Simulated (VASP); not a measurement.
# GaAs (dq13): relaxation of cell and atoms with LDA

GaAs (dq13):

```
CELL_PARAMETERS angstrom
0.00000 2.80157 2.80157
2.80157 0.00000 2.80157
2.80157 2.80157 0.00000
ATOMIC_POSITIONS crystal
Ga 0.00000 0.00000 0.00000
As 0.75000 0.75000 0.75000
```

```json
{
  "Program": "VASP 6.6.1",
  "Task": "relaxation of cell and atoms",
  "Functional": "LDA",
  "Potentials or basis": "VASP PAW LDA potentials, release 64 (Ga_d, As)",
  "Cutoff": "600 eV",
  "k mesh": "10 × 10 × 10",
  "Occupations": "gaussian, width 0.02 eV",
  "Spin": "no spin polarisation",
  "Dipole correction": "no",
  "Further INCAR settings": "ALGO = Normal; EDIFF = 1e-07; IBRION = 2; EDIFFG = -0.002; NSW = 100; ISIF = 3"
}
```

```yaml
Relaxed_volume: 22.08 Å³/atom
Relaxed_cell: a = 3.967 Å, b = 3.967 Å, c = 3.967 Å, α = 60.00°, β = 60.00°, γ = 60.00°
Space_group_after_relaxing_to_0.05_Å: F-43m (No. 216)
Energy_gained_by_relaxing: 0.1 meV/atom
Ionic_steps: 5
Pressure_after_relaxing: 0.0 GPa
Band_gap_on_the_k_mesh: 0.51 eV, direct
```

Step by step:
```tsv
step	energy change (eV)	largest force (eV/Å)	pressure (GPa)	volume (Å³)
1	0.0000	0.0000	0.30	43.98
2	-0.0001	0.0000	-0.15	44.24
3	-0.0002	0.0000	0.02	44.15
4	-0.0002	0.0000	-0.03	44.16
5	-0.0002	0.0000	0.01	44.16
```

Final structure:
```yaml
crystal:
  lattice:
    - [0.00000, 2.80538, 2.80538]
    - [2.80538, 0.00000, 2.80538]
    - [2.80538, 2.80538, 0.00000]
  atoms:
    - { symbol: Ga, position: [0.00000, 0.00000, 0.00000] }
    - { symbol: As, position: [0.75000, 0.75000, 0.75000] }
```

Levels at points of the mesh, in eV from the valence-band top:
```
           k point  band 7  band 8  band 9  band 10  band 11  band 12
(0.00, 0.00, 0.00)    0.00    0.00    0.00     0.50     3.68     3.68
(0.50, 0.00, 0.00)   -6.82   -1.18   -1.18     0.93     4.59     4.59
(0.50, 0.50, 0.00)   -6.98   -2.77   -2.77     1.30     1.54    10.23
```

Wall time 27 s on 1 thread of Intel(R) Xeon(R) 6975P-C (Granite Rapids), with other jobs on the host, peak memory 0.18 GiB.

A k mesh can miss the band edges. A hybrid or GW would open this gap; LDA tends to underestimate it.
